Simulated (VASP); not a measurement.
Set up this calculation in VASP 6.6.1, as the native input.

```yaml
Task: relaxation of cell and atoms
Functional: LDA
Potentials_or_basis: VASP PAW LDA potentials, release 64 (Ba_sv, Ti_sv, O)
Cutoff: 600 eV
k_mesh: 6 × 6 × 6
Occupations: fermi-dirac, width 0.02 eV
Spin: no spin polarisation
Dipole_correction: no
Further_INCAR_settings: ALGO = Normal; EDIFF = 1e-06; IBRION = 2; EDIFFG = -0.005; NSW = 80; ISIF = 3
```

The structure of BaTiO3 lies in POSCAR:

```
BaTiO3
1.0
    4.0192506699      0.0000000000      0.0000000000
    0.0000000000      4.0192506699      0.0000000000
    0.0000000000      0.0000000000      4.0192506699
Ba Ti O
1 1 3
Direct
    0.5000000000      0.5000000000      0.5000000000
    0.0000000000      0.0000000000      0.0000000000
    0.5000000000      0.0000000000      0.0000000000
    0.0000000000      0.5000000000      0.0000000000
    0.0000000000      0.0000000000      0.5000000000
```

These files were run (other wordings do the same):

INCAR

```
SYSTEM = BaTiO3
PREC     = Accurate       ! precision mode
ENCUT    = 600            ! plane-wave cutoff, eV
EDIFF    = 1E-6           ! SCF threshold, eV
ISMEAR   = -1             ! smearing method
SIGMA    = 0.02           ! smearing width, eV
LREAL    = .FALSE.        ! projectors in reciprocal space
LASPH    = .TRUE.         ! aspherical terms in the spheres
NELM     = 80             ! most SCF steps
ALGO     = Normal         ! electronic algorithm
ISIF     = 3              ! what is computed and relaxed
LWAVE    = .FALSE.        ! write WAVECAR
LCHARG   = .FALSE.        ! write CHGCAR
GGA      = CA             ! functional
IBRION   = 2              ! ionic algorithm
NSW      = 80             ! ionic steps
EDIFFG   = -0.005         ! ionic threshold
```

KPOINTS

```
regular mesh
0
G
  6 6 6
  0 0 0
```

Potentials or basis: VASP PAW LDA potentials, release 64 (Ba_sv, Ti_sv, O).

The run is started by

```console
$ cat potpaw_LDA.64/Ba_sv/POTCAR potpaw_LDA.64/Ti_sv/POTCAR potpaw_LDA.64/O/POTCAR > POTCAR
$ mpirun -np 1 vasp_std > vasp.out
```

It gave:

```json
{
 "Relaxed volume": "12.33 Å³/atom",
 "Relaxed cell": "a = 3.950 Å, b = 3.950 Å, c = 3.950 Å, α = 90.00°, β = 90.00°, γ = 90.00°",
 "Space group after relaxing (to 0.1 Å)": "Pm-3m (No. 221)",
 "Energy gained by relaxing": "19.6 meV/atom",
 "Ionic steps": "5",
 "Pressure after relaxing": "0.0 GPa",
 "Band gap on the k mesh": "1.73 eV (least direct gap 1.83 eV)"
}
```

Caveat: spin-orbit coupling is left out, which moves the levels of the heavy elements.

Wall time 2.2 min on 1 thread of Intel Xeon 8259CL (shared host), peak memory 0.19 GiB.
